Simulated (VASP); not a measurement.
Runs of VASP 6.6.1 on Eu. It takes space group Fm-3m (No. 225, cubic). The conventional cell has a = 5.579 Å, b = 5.579 Å, c = 5.579 Å, α = 90.00°, β = 90.00°, γ = 90.00°. Within 5.2 Å of Eu (site symmetry m-3m) lie 12 Eu at 3.94 Å. This isn't the form of Eu at room conditions, which is bcc.

```csv
level,U,k mesh for the DOS,occupations for the DOS,gap on the mesh (eV),pressure (GPa),moment (μB)
PBE+U,Eu f U = 8.0 eV,-,-,none,(b),7.42
PBE+U,Eu f U = 6.0 eV,-,-,none,1.5,7.43
PBE+U,Eu f U = 6.0 eV,14 × 14 × 14,tetrahedron,-,-,7.43
PBE,-,-,-,none,(a),7.42
PBE+U,Eu f U = 3.0 eV,-,-,none,0.5,7.46
```

Alike in all rows: task single point; potentials or basis VASP PAW PBE potentials, release 64 (Eu); spin collinear, ferromagnetic start; cell as given; k mesh 9 × 9 × 9; cutoff (eV) 520; smearing fermi-dirac 0.08 eV.

Question: Estimate the missing entries.

Answer: (a) -0.8; (b) 1.9.

Caveats: spin-orbit coupling is left out, which moves the levels of the heavy elements; tetrahedron occupations give inexact forces and stress in metals (at least some runs); semilocal functionals describe open f shells poorly, which spoils levels, moments and volumes (at least some runs).

A k mesh can miss the band edges, and the runs leave out spin-orbit coupling on Eu.

A gap of «none» marks levels without a gap at the run's occupations.
